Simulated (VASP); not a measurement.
# BaTiO3 in VASP: further runs

BaTiO3 is run at these levels: PBE; tasks: single point, relaxation of cell and atoms.

All numbers are computed with VASP 6.6.1; they aren't measurements. Logs are shortened: lines on timing, memory, paths and dates and some standing lists are left out, and cuts for length are marked.

### Step 1. The cell of the first run

The structure is tetragonal, space group P4/mmm (No. 123). Conventional cell: a = 4.140 Å, b = 4.140 Å, c = 3.940 Å, α = 90.00°, β = 90.00°, γ = 90.00°. Ba (site symmetry 4/mmm) has 12 O at 2.86 to 2.93 Å and 8 Ti at 3.53 Å and 6 Ba at 3.94 to 4.14 Å within 4.2 Å. Within 2.6 Å of Ti (site symmetry 4/mmm) lie 6 O at 1.97 to 2.07 Å. O (site symmetry mmm) has 2 Ti at 2.07 Å within 2.7 Å. O (site symmetry 4/mmm) has 2 Ti at 1.97 Å within 2.6 Å.

### Step 2. Single point, PBE

Contents of INCAR:

```
  PREC = Accurate
  ENCUT = 520
  EDIFF = 1E-6
  ISMEAR = 0
  SIGMA = 0.02
  LREAL = F
  LASPH = T
  NELM = 100
  ALGO = Normal
  ISIF = 2
  LWAVE = F
  LCHARG = F
  GGA = PE
  NBANDS = 28
```

Contents of KPOINTS:

```
regular mesh
0
Gamma
  8 8 8
```

Contents of POSCAR:

```
BaTiO3
1.0
    4.1398284623      0.0000000000      0.0000000000
    0.0000000000      4.1398284623      0.0000000000
    0.0000000000      0.0000000000      3.9395725726
Ba Ti O
1 1 3
Direct
    0.5000000000      0.5000000000      0.5000000000
    0.0000000000      0.0000000000      0.0000000000
    0.5000000000      0.0000000000      0.0000000000
    0.0000000000      0.5000000000      0.0000000000
    0.0000000000      0.0000000000      0.5000000000
```

Potentials or basis: VASP PAW PBE potentials, release 64 (Ba_sv, Ti_sv, O).

Launch:

```bash
$ cat potpaw_PBE.64/Ba_sv/POTCAR potpaw_PBE.64/Ti_sv/POTCAR potpaw_PBE.64/O/POTCAR > POTCAR
$ mpirun -np 1 vasp_std > vasp.out
```

OUTCAR:

```text
PREC = Accurate
   ENCUT = 520
   EDIFF = 1E-6
   ISMEAR = 0
   LREAL = F
   LASPH = T
   NELM = 100
   ISIF = 2
   GGA = PE

 ion  position               nearest neighbor table
   1  0.500  0.500  0.500-   3 2.86   4 2.86   3 2.86   4 2.86   3 2.86   3 2.86   4 2.86   4 2.86
                             5 2.93   5 2.93   5 2.93   5 2.93   2 3.53   2 3.53   2 3.53   2 3.53
   2  0.000  0.000  0.000-   5 1.97   5 1.97   3 2.07   4 2.07   4 2.07   3 2.07   1 3.53   1 3.53
                             1 3.53   1 3.53   1 3.53   1 3.53   1 3.53   1 3.53
   3  0.500  0.000  0.000-   2 2.07   2 2.07   1 2.86   1 2.86   1 2.86   1 2.86
   4  0.000  0.500  0.000-   2 2.07   2 2.07   1 2.86   1 2.86   1 2.86   1 2.86
   5  0.000  0.000  0.500-   2 1.97   2 1.97   1 2.93   1 2.93   1 2.93   1 2.93

  LATTYP: Found a simple tetragonal cell.
 ALAT       =     4.1398284623
 C/A-ratio  =     0.9516270079

  Lattice vectors:

 A1 = (   4.1398284623,   0.0000000000,   0.0000000000)
 A2 = (   0.0000000000,   4.1398284623,   0.0000000000)
 A3 = (   0.0000000000,   0.0000000000,   3.9395725726)

Analysis of symmetry for initial positions (statically):
=====================================================================
 Subroutine PRICEL returns:
 Original cell was already a primitive cell.

 Routine SETGRP: Setting up the symmetry group for a
 simple tetragonal supercell.

 Subroutine GETGRP returns: Found 16 space group operations
 (whereof 16 operations were pure point group operations)
 out of a pool of 16 trial point group operations.

The static configuration has the point symmetry D_4h.

Analysis of symmetry for dynamics (positions and initial velocities):
=====================================================================
 Subroutine PRICEL returns:
 Original cell was already a primitive cell.

 Routine SETGRP: Setting up the symmetry group for a
 simple tetragonal supercell.

 Subroutine GETGRP returns: Found 16 space group operations
 (whereof 16 operations were pure point group operations)
 out of a pool of 16 trial point group operations.

The dynamic configuration has the point symmetry D_4h.

 Subroutine INISYM returns: Found 16 space group operations
 (whereof 16 operations are pure point group operations),
 and found     1 'primitive' translations

[... 95 lines left out ...]
   LNONCOLLINEAR =      F non collinear calculations
   LSORBIT =      F    spin-orbit coupling
   LASPH  =      T    aspherical Exc in radial PAW
   ENCUT  =  520.0 eV  38.22 Ry    6.18 a.u.   7.70  7.70  7.32*2*pi/ulx,y,z
   NELM   =    100;   NELMIN=  2; NELMDL= -5     # of ELM steps
   EDIFF  = 0.1E-05   stopping-criterion for ELM
   LREAL  =      F    real-space projection
   EDIFFG = 0.1E-04   stopping-criterion for IOM
   NSW    =      0    number of steps for IOM
   IBRION =     -1    ionic relax: 0-MD 1-quasi-New 2-CG
   NFREE  =      0    steps in history (QN), initial steepest desc. (CG)
   ISIF   =      2    stress and relaxation
   ISYM   =      2    0-nonsym 1-usesym 2-fastsym
   POTIM  = 0.5000    time-step for ionic-motion
   TEBEG  =    0.0;   TEEND  =   0.0 temperature during run
   PSTRESS=    0.0 pullay stress
   NELECT =      40.0000    total number of electrons
   NUPDOWN=      -1.0000    fix difference up-down
   EMIN   =  10.00;   EMAX   =-10.00  energy-range for DOS
   EFERMI =   0.00;   METHOD = LEGACY
   ISMEAR =     0;   SIGMA  =   0.02  broadening in eV -4-tet -1-fermi 0-gaus
   EFERMI_NEDOS =   21; number of points for ismear=-14 and -15
   IALGO  =     38    algorithm
   IMIX   =      4    mixing-type and parameters
     AMIX     =   0.40;   BMIX     =  1.00
     AMIX_MAG =   1.60;   BMIX_MAG =  1.00
  volume/ion in A,a.u.               =      13.50        91.13
  Fermi-wavevector in a.u.,A,eV,Ry     =   1.374961  2.598299 25.722038  1.890516
  Thomas-Fermi vector in A             =   2.500340
   LORBIT       =      0    0 simple, 1 ext, 2 COOP (PROOUT), +10 PAW based schemes
   GGA     = PE    functional components
   LHFCALC =     F    Hartree Fock is set to
   AEXX    =    0.0000 exact exchange contribution
   IVDW    =     0    specifies the selected vdW correction
   LEPSILON=     F    determine dielectric tensor
   LRPA    =     F    only Hartree local field effects (RPA)
 non-spin polarized calculation
 Gauss-broadening in eV      SIGMA  =   0.02
  energy-cutoff  :      520.00
  volume of cell :       67.52
 maximum number of plane-waves:      1848
 NGX is ok and might be reduce to    32
   NGX = 15   NGY = 15   NGZ = 15

 number of electron      40.0000007 magnetization

 Free energy of the ion-electron system (eV)
  ---------------------------------------------------
  ext. energy  EPLUGINS =         0.00000000
  ---------------------------------------------------
  free energy    TOTEN  =       -39.90560435 eV

  energy without entropy =      -39.90560435  energy(sigma->0) =      -39.90560435

 E-fermi :   3.6325     XC(G=0): -10.9887

 val. band max:        3.4848556901   @ k =   0.5000   0.5000   0.5000
 cond. band min:       5.0330183193   @ k =   0.0000   0.0000   0.0000
 fundamental gap:      1.5481626292
 Fermi energy:         3.6324795884

 k-point     1 :       0.0000    0.0000    0.0000
  band No.  band energies     occupation
      1     -53.3972      2.00000
      2     -29.5935      2.00000
      3     -29.5814      2.00000
      4     -29.5814      2.00000
      5     -21.5012      2.00000
      6     -13.4089      2.00000
[... 733 lines left out ...]
     27      11.0771      0.00000
     28      12.0504      0.00000

 [... further k-points ...]
[... 5 lines left out ...]
  --------------------------------------------------------------------------------------
  -------------------------------------------------------------------------------------
  Total       -2.7875812     -2.7875812      0.6936274      0.0000000      0.0000000      0.0000000
  in kB      -66.1491578    -66.1491578     16.4597425      0.0000000      0.0000000      0.0000000
  external PRESSURE =     -38.6128577 kB  Pullay stress =       0.0000000 kB

 VOLUME and BASIS-vectors are now :
 -----------------------------------------------------------------------------
  energy-cutoff  :      520.00
  volume of cell :       67.52
      direct lattice vectors                 reciprocal lattice vectors
     4.139828462  0.000000000  0.000000000     0.241555902  0.000000000  0.000000000
     0.000000000  4.139828462  0.000000000     0.000000000  0.241555902  0.000000000
     0.000000000  0.000000000  3.939572573     0.000000000  0.000000000  0.253834644

 POSITION                                       TOTAL-FORCE (eV/Angst)
 -----------------------------------------------------------------------------------
      2.06991      2.06991      1.96979         0.000000      0.000000      0.000000
      0.00000      0.00000      0.00000         0.000000      0.000000      0.000000
      2.06991      0.00000      0.00000         0.000000      0.000000      0.000000
      0.00000      2.06991      0.00000         0.000000      0.000000      0.000000
      0.00000      0.00000      1.96979         0.000000      0.000000      0.000000
 -----------------------------------------------------------------------------------
    total drift:                                0.000000      0.000000     -0.000000

  FREE ENERGIE OF THE ION-ELECTRON SYSTEM (eV)
  ---------------------------------------------------
  free  energy   TOTEN  =       -39.9056043534 eV

  energy  without entropy=      -39.9056043534  energy(sigma->0) =      -39.90560435
```

stdout:

```text
POSCAR found type information on POSCAR BaTiO
 POSCAR found :  3 types and       5 ions
 scaLAPACK will be used
 LDA part: xc-table for (Slater+PW92), standard interpolation
 POSCAR, INCAR and KPOINTS ok, starting setup
 FFT: planning ... GRIDC
 FFT: planning ... GRID_SOFT
 FFT: planning ... GRID
 WAVECAR not read
 entering main loop
```

It took 3.5 min on 1 thread of Intel Xeon 8259CL, shared host; peak memory 0.28 GiB.

Results:

```yaml
Free_energy: -39.9056 eV
Pressure: -3.9 GPa
Band_gap_on_the_k_mesh: 1.55 eV (least direct gap 1.74 eV)
```

Levels at points of the mesh, in eV from the valence-band top:
| k point | band 16 | band 17 | band 18 | band 19 | band 20 | band 21 | band 22 | band 23 | band 24 | band 25 |
| --- | --- | --- | --- | --- | --- | --- | --- | --- | --- | --- |
| (0.00, 0.00, 0.00) | -1.09 | -0.93 | -0.24 | -0.24 | -0.19 | 1.55 | 1.63 | 1.63 | 3.36 | 3.68 |
| (0.50, 0.00, 0.00) | -1.78 | -1.64 | -1.62 | -0.76 | -0.71 | 1.75 | 3.06 | 3.08 | 3.58 | 5.37 |
| (0.50, 0.50, 0.00) | -2.33 | -1.80 | -1.20 | -1.20 | -0.21 | 3.08 | 3.08 | 3.43 | 4.62 | 6.73 |
| (0.00, 0.00, 0.50) | -2.17 | -1.83 | -1.81 | -0.77 | -0.77 | 1.72 | 3.37 | 3.47 | 3.47 | 5.55 |
| (0.50, 0.00, 0.50) | -2.53 | -1.75 | -0.82 | -0.80 | -0.11 | 3.07 | 3.47 | 3.72 | 4.15 | 7.22 |
| (0.50, 0.50, 0.50) | -2.65 | -2.17 | -0.10 | 0.00 | 0.00 | 3.66 | 3.91 | 3.91 | 6.31 | 6.50 |

Caveat: the cell stands under tension; spin-orbit coupling is left out, which moves the levels of the heavy elements.

### Step 3. Single point, PBE (biaxial strain in the a-b plane: +3.0 %)

Contents of INCAR:

```
PREC = Accurate ; ENCUT = 520
EDIFF = 1E-6 ; ISMEAR = 0
SIGMA = 0.02 ; LREAL = F
LASPH = T ; NELM = 80
ALGO = Normal ; ISIF = 2
LWAVE = F ; LCHARG = F
GGA = PE ; NBANDS = 28
```

Contents of KPOINTS:

```
Automatic mesh
0
Gamma
  8 8 8
```

POSCAR, as its differences from that of step 2:

```diff
@@ -4,3 +4,3 @@
     0.0000000000      4.1398284623      0.0000000000
-    0.0000000000      0.0000000000      3.9395725726
+    0.0000000000      0.0000000000      3.9469044175
 Ba Ti O
```

Potentials or basis: VASP PAW PBE potentials, release 64 (Ba_sv, Ti_sv, O).

Launch:

```bash
$ cat potpaw_PBE.64/Ba_sv/POTCAR potpaw_PBE.64/Ti_sv/POTCAR potpaw_PBE.64/O/POTCAR > POTCAR
$ mpirun -np 1 vasp_std > vasp.out
```

It took 3.4 min on 1 thread of Intel Xeon 8259CL, shared host; peak memory 0.28 GiB.

Results (log left out):

* Free energy: -39.9068 eV
* Pressure: -4.1 GPa
* Band gap on the k mesh: 1.55 eV (least direct gap 1.74 eV)

Stress tensor (GPa, compression positive):
```
-6.76  0.00  0.00
 0.00 -6.76  0.00
 0.00  0.00  1.09
```

Levels at points of the mesh, in eV from the valence-band top:
```csv
k point,band 16,band 17,band 18,band 19,band 20,band 21,band 22,band 23,band 24,band 25
"(0.00, 0.00, 0.00)",-1.09,-0.93,-0.24,-0.24,-0.20,1.55,1.63,1.63,3.36,3.66
"(0.50, 0.00, 0.00)",-1.78,-1.64,-1.62,-0.76,-0.71,1.75,3.06,3.08,3.57,5.36
"(0.50, 0.50, 0.00)",-2.33,-1.80,-1.19,-1.19,-0.21,3.08,3.08,3.43,4.59,6.73
"(0.00, 0.00, 0.50)",-2.15,-1.83,-1.81,-0.77,-0.77,1.72,3.36,3.45,3.45,5.53
"(0.50, 0.00, 0.50)",-2.52,-1.75,-0.82,-0.81,-0.11,3.07,3.45,3.70,4.14,7.20
"(0.50, 0.50, 0.50)",-2.63,-2.17,-0.10,0.00,0.00,3.66,3.90,3.90,6.31,6.49
```

Caveat: the cell differs from its parent crystal (biaxial strain in the a-b plane: +3.0 %); the cell stands under tension; spin-orbit coupling is left out, which moves the levels of the heavy elements. A k mesh can miss the band edges.

### Step 4. Relaxation of cell and atoms, PBE, target pressure 12 GPa, at which the enthalpy is minimised

This run uses another cell than the first one, of 12.16 Å³/atom.

Contents of INCAR:

```
PREC = Accurate
ENCUT = 600
EDIFF = 1E-6
ISMEAR = 0
SIGMA = 0.02
LREAL = F
LASPH = T
NELM = 60
ALGO = Normal
ISIF = 3
LWAVE = F
LCHARG = F
GGA = PE
IBRION = 2
NSW = 70
EDIFFG = -0.008
PSTRESS = 120.0
```

Contents of KPOINTS:

```
regular mesh
0
Gamma
  8 8 8
```

POSCAR, as its differences from that of step 3:

```diff
@@ -2,5 +2,5 @@
 1.0
-    4.1398284623      0.0000000000      0.0000000000
-    0.0000000000      4.1398284623      0.0000000000
-    0.0000000000      0.0000000000      3.9469044175
+    3.9325538100      0.0000000000      0.0000000000
+    0.0000000000      3.9325538100      0.0000000000
+    0.0000000000      0.0000000000      3.9325538100
 Ba Ti O
```

Launch:

```bash
$ cat potpaw_PBE.64/Ba_sv/POTCAR potpaw_PBE.64/Ti_sv/POTCAR potpaw_PBE.64/O/POTCAR > POTCAR
$ mpirun -np 1 vasp_std > vasp.out
```

Run time: 50 s. Hardware: 1 thread of Intel Xeon 6975P-C (Granite Rapids), shared host; peak memory 0.23 GiB.

It converged, with:

```yaml
Free_energy: -39.8391 eV
Relaxed_volume: 12.29 Å³/atom
Relaxed_cell: a = 3.947 Å, b = 3.947 Å, c = 3.947 Å, α = 90.00°, β = 90.00°, γ = 90.00°
Space_group_after_relaxing_to_0.1_Å: Pm-3m (No. 221)
Energy_change_on_relaxing_the_run_minimises_the_enthalpy: -10.8 meV/atom
Ionic_steps: 3
Pressure_after_relaxing: 12.0 GPa
Band_gap_on_the_k_mesh: 1.83 eV (least direct gap 1.93 eV)
```

The path:
| step | energy change (eV) | largest force (eV/Å) | pressure (GPa) | volume (Å³) |
| --- | --- | --- | --- | --- |
| 1 | 0.0000 | 0.0000 | 14.36 | 60.82 |
| 2 | -0.1144 | 0.0000 | 8.89 | 62.40 |
| 3 | -0.0538 | 0.0000 | 11.99 | 61.47 |

Final structure:
```xyz
5
Lattice="3.9466 0.0000 0.0000 0.0000 3.9466 0.0000 0.0000 0.0000 3.9466" Properties=species:S:1:pos:R:3 pbc="T T T"
Ba    1.9733    1.9733    1.9733
Ti    0.0000    0.0000    0.0000
O     1.9733    0.0000    0.0000
O     0.0000    1.9733    0.0000
O     0.0000    0.0000    1.9733
```

Levels at points of the mesh, in eV from the valence-band top:
```tsv
k point	band 17	band 18	band 19	band 20	band 21	band 22	band 23	band 24
(0.00, 0.00, 0.00)	-1.16	-0.10	-0.10	-0.10	1.83	1.83	1.83	4.20
(0.50, 0.00, 0.00)	-1.88	-1.88	-0.71	-0.71	2.01	3.70	3.70	4.21
(0.50, 0.50, 0.00)	-1.70	-0.84	-0.84	-0.10	3.71	3.71	4.14	5.11
(0.50, 0.50, 0.50)	-2.38	0.00	0.00	0.00	4.43	4.43	4.43	6.92
```

Caveat: the cell is relaxed towards a set pressure, so the run minimises the enthalpy, not the energy; spin-orbit coupling is left out, which moves the levels of the heavy elements. A k mesh can miss the band edges.

### Step 5. Relaxation of cell and atoms, PBE, target pressure 4 GPa, at which the enthalpy is minimised

This run uses another cell than the first one, of 12.68 Å³/atom.

Contents of INCAR:

```
ALGO = Normal
EDIFF = 1E-6
EDIFFG = -0.008
ENCUT = 600
GGA = PE
IBRION = 2
ISIF = 3
ISMEAR = 0
LASPH = T
LCHARG = F
LREAL = F
LWAVE = F
NELM = 100
NSW = 70
PREC = Accurate
PSTRESS = 40.0
SIGMA = 0.02
```

Contents of KPOINTS:

```
k-points
0
Gamma
  8 8 8
```

POSCAR, as its differences from that of step 4:

```diff
@@ -2,5 +2,5 @@
 1.0
-    3.9325538100      0.0000000000      0.0000000000
-    0.0000000000      3.9325538100      0.0000000000
-    0.0000000000      0.0000000000      3.9325538100
+    3.9877958523      0.0000000000      0.0000000000
+    0.0000000000      3.9877958523      0.0000000000
+    0.0000000000      0.0000000000      3.9877958523
 Ba Ti O
```

Launch:

```bash
$ cat potpaw_PBE.64/Ba_sv/POTCAR potpaw_PBE.64/Ti_sv/POTCAR potpaw_PBE.64/O/POTCAR > POTCAR
$ mpirun -np 1 vasp_std > vasp.out
```

Wall time 50 s (1 thread of Intel Xeon 6975P-C (Granite Rapids), shared host); peak memory 0.23 GiB.

It converged, with:

| Property | Result |
| --- | --- |
| Free energy | -39.9696 eV |
| Relaxed volume | 12.80 Å³/atom |
| Relaxed cell | a = 4.000 Å, b = 4.000 Å, c = 4.000 Å, α = 90.00°, β = 90.00°, γ = 90.00° |
| Space group after relaxing (to 0.1 Å) | Pm-3m (No. 221) |
| Energy change on relaxing (the run minimises the enthalpy) | -3.7 meV/atom |
| Ionic steps | 3 |
| Pressure after relaxing | 4.0 GPa |
| Band gap on the k mesh | 1.75 eV (least direct gap 1.89 eV) |

The path:
```
step  energy change (eV)  largest force (eV/Å)  pressure (GPa)  volume (Å³)
   1              0.0000                0.0000            5.76        63.42
   2             -0.0315                0.0000            2.14        64.71
   3             -0.0184                0.0000            4.01        64.02
```

Final structure:
```
Ba Ti O
1.0
     4.00046    0.00000    0.00000
     0.00000    4.00046    0.00000
     0.00000    0.00000    4.00046
Ba Ti O
1 1 3
Cartesian
  2.0002 2.0002 2.0002
  0.0000 0.0000 0.0000
  2.0002 0.0000 0.0000
  0.0000 2.0002 0.0000
  0.0000 0.0000 2.0002
```

Levels at points of the mesh, in eV from the valence-band top:
| k point | band 18 | band 19 | band 20 | band 21 | band 22 | band 23 |
| --- | --- | --- | --- | --- | --- | --- |
| (0.00, 0.00, 0.00) | -0.14 | -0.14 | -0.14 | 1.75 | 1.75 | 1.75 |
| (0.50, 0.00, 0.00) | -1.83 | -0.71 | -0.71 | 1.91 | 3.49 | 3.49 |
| (0.50, 0.50, 0.00) | -0.87 | -0.87 | -0.09 | 3.50 | 3.50 | 3.92 |
| (0.50, 0.50, 0.50) | 0.00 | 0.00 | 0.00 | 4.17 | 4.17 | 4.17 |

Caveat: the cell is relaxed towards a set pressure, so the run minimises the enthalpy, not the energy; spin-orbit coupling is left out, which moves the levels of the heavy elements. A k mesh can miss the band edges.

### Step 6. The runs side by side

```tsv
task	cell	cutoff (eV)	gap on the mesh (eV)	pressure (GPa)
single point	a = 4.140, b = 4.140, c = 3.940 Å, 5 atoms	520	1.55	-3.9
single point	a = 4.140, b = 4.140, c = 3.947 Å, 5 atoms	520	1.55	-4.1
relaxation of cell and atoms	relaxed to 12 GPa from a = 3.933 Å, 5 atoms	600	1.83	12.0
relaxation of cell and atoms	relaxed to 4 GPa from a = 3.988 Å, 5 atoms	600	1.75	4.0
```

Alike in all rows: level PBE; potentials or basis VASP PAW PBE potentials, release 64 (Ba_sv, Ti_sv, O); no spin polarisation; k mesh 8 × 8 × 8; smearing gaussian 0.02 eV.

Caveats: spin-orbit coupling is left out, which moves the levels of the heavy elements; the cell stands under tension (at least some runs); the cell is relaxed towards a set pressure, so the run minimises the enthalpy, not the energy (at least some runs).

Total energies depend on the potentials used, so only differences within one code and one set of settings carry meaning.
